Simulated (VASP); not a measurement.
# C (P6_3/mmc) in VASP: notebook

The runs below take C through vibrations by perturbation theory, with PBEsol.

Program: VASP 6.6.1. These are calculated values, not measurements. Logs are shortened: lines on timing, memory, paths and dates and some standing lists are left out, and cuts for length are marked.

**1. The cell of the first run**

The structure is hexagonal, space group P6_3/mmc (No. 194). The conventional cell has a = 2.447 Å, b = 2.447 Å, c = 7.211 Å, α = 90.00°, β = 90.00°, γ = 120.00°. C (site symmetry -6m2) has 3 C at 1.41 Å within 1.9 Å. C (site symmetry -6m2) has 3 C at 1.41 Å within 1.9 Å.

**2. Vibrations by perturbation theory, PBEsol (9.34 Å³/atom)**

Contents of INCAR:

```
  PREC = Accurate
  ENCUT = 520
  EDIFF = 1E-8
  ISMEAR = 0
  SIGMA = 0.01
  LREAL = F
  LASPH = T
  NELM = 80
  ALGO = Normal
  ISIF = 2
  LWAVE = F
  LCHARG = T
  GGA = PS
  IBRION = 8
  NSW = 1
```

Contents of KPOINTS:

```
regular mesh
0
Gamma
  10 10 4
```

Contents of POSCAR:

```
C
1.0
    2.4465116514      0.0000000000      0.0000000000
   -1.2232558257      2.1187412408      0.0000000000
    0.0000000000      0.0000000000      7.2108719366
C
4
Direct
    0.0000000000      0.0000000000      0.0025000000
    0.0000000000      0.0000000000      0.5025000000
    0.3333333333      0.6666666667      0.0025000000
    0.6666666667      0.3333333333      0.5025000000
```

Potentials or basis: VASP PAW PBE potentials, release 64 (C).

On the command line:

```
cat potpaw_PBE.64/C/POTCAR > POTCAR
mpirun -np 1 vasp_std > vasp.out
```

OUTCAR:

```text
PREC = Accurate
   ENCUT = 520
   EDIFF = 1E-8
   ISMEAR = 0
   LREAL = F
   LASPH = T
   NELM = 80
   ISIF = 2
   GGA = PS
   IBRION = 8
   NSW = 1

 ion  position               nearest neighbor table
   1  0.000  0.000  0.002-   3 1.41   3 1.41   3 1.41
   2  0.000  0.000  0.502-   4 1.41   4 1.41   4 1.41
   3  0.333  0.667  0.002-   1 1.41   1 1.41   1 1.41
   4  0.667  0.333  0.502-   2 1.41   2 1.41   2 1.41

  LATTYP: Found a hexagonal cell.
 ALAT       =     2.4465116514
 C/A-ratio  =     2.9474096036

  Lattice vectors:

 A1 = (   2.4465116514,   0.0000000000,   0.0000000000)
 A2 = (  -1.2232558257,   2.1187412408,   0.0000000000)
 A3 = (   0.0000000000,   0.0000000000,   7.2108719366)

Analysis of symmetry for initial positions (statically):
=====================================================================
 Subroutine PRICEL returns:
 Original cell was already a primitive cell.

 Routine SETGRP: Setting up the symmetry group for a
 hexagonal supercell.

 Subroutine GETGRP returns: Found 24 space group operations
 (whereof  6 operations were pure point group operations)
 out of a pool of 24 trial point group operations.

The static configuration has the point symmetry C_3v.
 The point group associated with its full space group is D_6h.

Analysis of symmetry for dynamics (positions and initial velocities):
=====================================================================
 Subroutine PRICEL returns:
 Original cell was already a primitive cell.

 Routine SETGRP: Setting up the symmetry group for a
 hexagonal supercell.

 Subroutine GETGRP returns: Found 24 space group operations
 (whereof  6 operations were pure point group operations)
 out of a pool of 24 trial point group operations.

The dynamic configuration has the point symmetry C_3v.
 The point group associated with its full space group is D_6h.

 Subroutine INISYM returns: Found 24 space group operations
 (whereof  6 operations are pure point group operations),
 and found     1 'primitive' translations

----------------------------------------------------------------------------------------

                                     Primitive cell

  volume of cell :      37.3777

  direct lattice vectors                    reciprocal lattice vectors
     2.446511651  0.000000000  0.000000000     0.408745243  0.235989176  0.000000000
    -1.223255826  2.118741241  0.000000000     0.000000000  0.471978352  0.000000000
     0.000000000  0.000000000  7.210871937     0.000000000  0.000000000  0.138679484

  length of vectors
     2.446511651  2.446511651  7.210871937     0.471978352  0.471978352  0.138679484

  position of ions in fractional coordinates (direct lattice)
     0.000000000  0.000000000  0.002500000
     0.000000000  0.000000000  0.502500000
     0.333333333  0.666666667  0.002500000
     0.666666667  0.333333333  0.502500000

  ion indices of the primitive-cell ions
   primitive index   ion index
                 1           1
                 2           2
                 3           3
                 4           4
[... 134 lines left out ...]
      4      -2.9604      2.00000
      5       1.1435      2.00000
      6       1.1435      2.00000
      7       1.1517      2.00000
      8       1.1517      2.00000
      9       7.6115      0.00000
     10      12.5708      0.00000
     11      12.5734      0.00000
     12      12.5971      0.00000
[... 331 lines left out ...]
 k-point    24 :       0.4000    0.1000    0.2500
  band No.  band energies     occupation
      1     -10.7349      2.00000
      2     -10.6545      2.00000
      3      -8.3375      2.00000
      4      -8.2743      2.00000
      5      -3.0270      2.00000
      6      -3.0011      2.00000
      7       1.2934      2.00000
      8       1.8236      2.00000
      9       5.9989      0.00000
     10       6.4143      0.00000
     11      12.6776      0.00000
     12      12.8603      0.00000

 [... further k-points ...]

------------------------ aborting loop because EDIFF is reached ----------------------------------------

  FORCE on cell =-STRESS in cart. coord.  units (eV):
  Direction    XX          YY          ZZ          XY          YZ          ZX
  --------------------------------------------------------------------------------------
  -------------------------------------------------------------------------------------
  Total        1.6243755      1.6243755      0.0184297     -0.0000000      0.0000000      0.0000000
  in kB       69.6280159     69.6280159      0.7899791     -0.0000000      0.0000000      0.0000000
  external PRESSURE =      46.6820036 kB  Pullay stress =       0.0000000 kB

 VOLUME and BASIS-vectors are now :
 -----------------------------------------------------------------------------
  energy-cutoff  :      520.00
  volume of cell :       37.38
      direct lattice vectors                 reciprocal lattice vectors
     2.446511651  0.000000000  0.000000000     0.408745243  0.235989176  0.000000000
    -1.223255826  2.118741241  0.000000000     0.000000000  0.471978352  0.000000000
     0.000000000  0.000000000  7.210871937     0.000000000  0.000000000  0.138679484

 POSITION                                       TOTAL-FORCE (eV/Angst)
 -----------------------------------------------------------------------------------
      0.00000      0.00000      0.01803        -0.000000      0.000000      0.000000
      0.00000      0.00000      3.62346         0.000000     -0.000000     -0.000000
     -0.00000      1.41249      0.01803         0.000000     -0.000000     -0.000000
      1.22326      0.70625      3.62346        -0.000000      0.000000     -0.000000
 -----------------------------------------------------------------------------------
    total drift:                               -0.000000     -0.000000      0.000002

  FREE ENERGIE OF THE ION-ELECTRON SYSTEM (eV)
  ---------------------------------------------------
  free  energy   TOTEN  =       -38.5788310343 eV

  energy  without entropy=      -38.5788310343  energy(sigma->0) =      -38.57883103

[... ionic steps 2 to 9 ...]

--------------------------------------- Ionic step       10  -------------------------------------------

------------------------ aborting loop because EDIFF is reached ----------------------------------------

[... ionic steps 11 to 11 ...]

--------------------------------------- Ionic step       12  -------------------------------------------

 Free energy of the ion-electron system (eV)
  ---------------------------------------------------
  ---------------------------------------------------
  free energy    TOTEN  =        -0.14004980 eV

  energy without entropy =       -0.14004980

------------------------ aborting loop because EDIFF is reached ----------------------------------------

 INTERNAL STRAIN TENSOR  FOR ION    3  DIRECTION 3   (eV/Angst):
 -----------------------------------------------------------------------------
     0.00233  0.00000  0.00000
     0.00000  0.00233  0.00000
     0.00000  0.00000  0.00209

 INTERNAL STRAIN TENSOR FOR ION    4 for displacements in x,y,z  (eV/Angst):
          X           Y           Z          XY          YZ          ZX
  --------------------------------------------------------------------------------
  x     0.00000     0.00000     0.00000   -14.50481     0.00000     0.00000
  y   -14.50481    14.50481    -0.00000     0.00000     0.00000     0.00000
  z    -0.00000    -0.00000    -0.00000    -0.00000    -0.00000     0.00000

 SECOND DERIVATIVES (NOT SYMMETRIZED)
 ------------------------------------
               1X          1Y          1Z          2X          2Y          2Z          3X          3Y          3Z          4X          4Y          4Z
  1X   -57.832656    0.000000    0.000000   -0.060785   -0.000000    0.000000   57.841911    0.000000    0.000000    0.051531    0.000000    0.000000
  1Y     0.000000  -57.832656    0.000000    0.000000   -0.060785    0.000000    0.000000   57.841911    0.000000    0.000000    0.051531    0.000000
  1Z     0.000000   -0.000000  -16.757680   -0.000000    0.000000    0.000299   -0.000000    0.000000   16.684545    0.000000   -0.000000    0.072836
  2X    -0.060785    0.000000    0.000000  -57.832656    0.000000    0.000000    0.051531    0.000000    0.000000   57.841911    0.000000    0.000000
  2Y    -0.000000   -0.060785    0.000000    0.000000  -57.832656    0.000000   -0.000000    0.051531    0.000000    0.000000   57.841911    0.000000
  2Z    -0.000000    0.000000    0.000299    0.000000   -0.000000  -16.757680    0.000000   -0.000000    0.072836   -0.000000    0.000000   16.684545
  3X    57.807215    0.000000    0.000000    0.060644   -0.000000    0.000000  -57.834929    0.000000    0.000000   -0.032930    0.000000    0.000000
  3Y     0.000000   57.807215    0.000000    0.000000    0.060644    0.000000    0.000000  -57.834929    0.000000    0.000000   -0.032930    0.000000
  3Z    -0.000000    0.000000   16.684267    0.000000    0.000000    0.073200    0.000000    0.000000  -16.785792   -0.000000    0.000000    0.028326
  4X     0.060644   -0.000000    0.000000   57.807215    0.000000    0.000000   -0.032930    0.000000    0.000000  -57.834929    0.000000    0.000000
  4Y     0.000000    0.060644    0.000000    0.000000   57.807215    0.000000    0.000000   -0.032930    0.000000    0.000000  -57.834929    0.000000
  4Z     0.000000    0.000000    0.073200   -0.000000    0.000000   16.684267   -0.000000    0.000000    0.028326    0.000000    0.000000  -16.785792

 Eigenvectors and eigenvalues of the dynamical matrix
 ----------------------------------------------------

   1 f  =   48.533638 THz   304.945839 2PiTHz 1618.907894 cm-1   200.718907 meV
             X         Y         Z           dx          dy          dz
      0.000000  0.000000  0.018027    -0.000000    0.500055    0.000000
      0.000000  0.000000  3.623463    -0.000000    0.500055   -0.000000
     -0.000000  1.412494  0.018027     0.000000   -0.499945    0.000000
      1.223256  0.706247  3.623463     0.000000   -0.499945   -0.000000
[... 71 lines left out ...]
  12 f/i=    0.005363 THz     0.033696 2PiTHz    0.178886 cm-1     0.022179 meV
             X         Y         Z           dx          dy          dz
      0.000000  0.000000  0.018027     0.308367    0.393516   -0.000000
      0.000000  0.000000  3.623463     0.308367    0.393516   -0.000000
     -0.000000  1.412494  0.018027     0.308435    0.393603   -0.000000
      1.223256  0.706247  3.623463     0.308435    0.393603   -0.000000

--------------------------------------------------------------------------------------------------------

 ELASTIC MODULI CONTR FROM IONIC RELAXATION (kBar)
 Direction    XX          YY          ZZ          XY          YZ          ZX
 --------------------------------------------------------------------------------
 XX        -313.5265    313.5265     -0.0000     -0.0000      0.0000      0.0000
 YY         313.5265   -313.5265      0.0000      0.0000     -0.0000      0.0000
 ZZ          -0.0000      0.0000     -0.0000     -0.0000     -0.0000      0.0000
 XY          -0.0000      0.0000     -0.0000   -313.5265      0.0000      0.0000
 YZ           0.0000     -0.0000     -0.0000      0.0000     -0.0000      0.0000
 ZX           0.0000      0.0000      0.0000      0.0000      0.0000      0.0000
 --------------------------------------------------------------------------------
```

It took 3.3 min on 1 thread of Intel Xeon Platinum 8488C (Sapphire Rapids), shared host; peak memory 0.27 GiB.

Results:

```yaml
Highest_phonon_frequency_at_Γ: 1619 cm⁻¹
```

Phonon frequencies in cm⁻¹ (negative: imaginary):
```csv
q point,frequencies
"(0.000, 0.000, 0.000)",0 0 0 20 20 63 870 871 1617 1617 1619 1619
```

Caveat: the cell stands under pressure or tension, which shifts response properties; this functional lacks dispersion, which binds layers or chains, so the pressure and a relaxed spacing across them are unreliable; the PAW data sets were made with another functional, which shifts forces and pressure a little.

**3. Vibrations by perturbation theory, PBEsol (9.34 Å³/atom)**

Contents of INCAR:

```
SYSTEM = C
ALGO = Normal
EDIFF = 1E-8
ENCUT = 520
GGA = PS
IBRION = 8
ISIF = 2
ISMEAR = 0
LASPH = .TRUE.
LCHARG = .FALSE.
LREAL = .FALSE.
LWAVE = .FALSE.
NELM = 60
NSW = 1
PREC = Accurate
SIGMA = 0.01
```

Contents of KPOINTS:

```
k-points
0
G
  10 10 4
  0 0 0
```

POSCAR is that of step 2.

Potentials or basis: VASP PAW PBE potentials, release 64 (C).

On the command line:

```
cat potpaw_PBE.64/C/POTCAR > POTCAR
mpirun -np 1 vasp_std > vasp.out
```

OUTCAR:

```text
SYSTEM = C
   EDIFF = 1E-8
   ENCUT = 520
   GGA = PS
   IBRION = 8
   ISIF = 2
   ISMEAR = 0
   LASPH = .TRUE.
   LREAL = .FALSE.
   NELM = 60
   NSW = 1
   PREC = Accurate

 ion  position               nearest neighbor table
   1  0.000  0.000  0.002-   3 1.41   3 1.41   3 1.41
   2  0.000  0.000  0.502-   4 1.41   4 1.41   4 1.41
   3  0.333  0.667  0.002-   1 1.41   1 1.41   1 1.41
   4  0.667  0.333  0.502-   2 1.41   2 1.41   2 1.41

  LATTYP: Found a hexagonal cell.
[... 640 lines left out ...]
  4Z     0.000000    0.000000    0.073200   -0.000000    0.000000   16.684267   -0.000000    0.000000    0.028326    0.000000    0.000000  -16.785792

 Eigenvectors and eigenvalues of the dynamical matrix
 ----------------------------------------------------

   1 f  =   48.533638 THz   304.945839 2PiTHz 1618.907894 cm-1   200.718907 meV
             X         Y         Z           dx          dy          dz
      0.000000  0.000000  0.018027    -0.000000    0.500055    0.000000
      0.000000  0.000000  3.623463    -0.000000    0.500055   -0.000000
     -0.000000  1.412494  0.018027     0.000000   -0.499945    0.000000
      1.223256  0.706247  3.623463     0.000000   -0.499945   -0.000000
[... 71 lines left out ...]
  12 f/i=    0.005363 THz     0.033696 2PiTHz    0.178886 cm-1     0.022179 meV
             X         Y         Z           dx          dy          dz
      0.000000  0.000000  0.018027     0.308367    0.393516   -0.000000
      0.000000  0.000000  3.623463     0.308367    0.393516   -0.000000
     -0.000000  1.412494  0.018027     0.308435    0.393603   -0.000000
      1.223256  0.706247  3.623463     0.308435    0.393603   -0.000000

--------------------------------------------------------------------------------------------------------

 ELASTIC MODULI CONTR FROM IONIC RELAXATION (kBar)
 Direction    XX          YY          ZZ          XY          YZ          ZX
 --------------------------------------------------------------------------------
 XX        -313.5265    313.5265     -0.0000     -0.0000      0.0000      0.0000
 YY         313.5265   -313.5265      0.0000      0.0000     -0.0000      0.0000
 ZZ          -0.0000      0.0000     -0.0000     -0.0000     -0.0000      0.0000
 XY          -0.0000      0.0000     -0.0000   -313.5265      0.0000      0.0000
 YZ           0.0000     -0.0000     -0.0000      0.0000     -0.0000      0.0000
 ZX           0.0000      0.0000      0.0000      0.0000      0.0000      0.0000
 --------------------------------------------------------------------------------
```

Wall time 2.9 min (1 thread of Intel Xeon Platinum 8488C (Sapphire Rapids), shared host); peak memory 0.26 GiB.

Results:

```
Highest phonon frequency at Γ : 1619 cm⁻¹
```

Phonon frequencies in cm⁻¹ (negative: imaginary):
| q point | frequencies |
| --- | --- |
| (0.000, 0.000, 0.000) | 0 0 0 20 20 63 870 871 1617 1617 1619 1619 |

Caveat: the cell stands under pressure or tension, which shifts response properties; this functional lacks dispersion, which binds layers or chains, so the pressure and a relaxed spacing across them are unreliable; the PAW data sets were made with another functional, which shifts forces and pressure a little.
